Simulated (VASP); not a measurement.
# Si: single point with r2SCAN

Si:

```xyz
2
Lattice="0.0000 2.7220 2.7220 2.7220 0.0000 2.7220 2.7220 2.7220 0.0000" Properties=species:S:1:pos:R:3 pbc="T T T"
Si    0.0000    0.0000    0.0000
Si    1.3610    1.3610    1.3610
```

```
Program             : VASP 6.6.1
Task                : single point
Functional          : r2SCAN
Potentials or basis : VASP PAW PBE potentials, release 64 (Si)
Cutoff              : 550 eV
k mesh              : 10 × 10 × 10
Occupations         : gaussian, width 0.02 eV
Spin                : no spin polarisation
```

```json
{
  "Pressure": "-0.2 GPa",
  "Band gap on the k mesh": "0.79 eV (least direct gap 2.76 eV)"
}
```

Levels at points of the mesh, in eV from the valence-band top:
```
           k point  band 2  band 3  band 4  band 5  band 6  band 7
(0.00, 0.00, 0.00)    0.00    0.00    0.00    2.76    2.76    2.76
(0.50, 0.00, 0.00)   -7.23   -1.27   -1.27    1.86    3.59    3.59
(0.50, 0.50, 0.00)   -8.13   -2.99   -2.99    0.93    0.93   10.82
```

It took 34 s on 1 thread of Intel(R) Xeon(R) 6975P-C (Granite Rapids), on a shared host, peak memory 0.17 GiB.

Caveat: the PAW data sets were made with another functional, which shifts forces and pressure a little. A k mesh can miss the band edges.
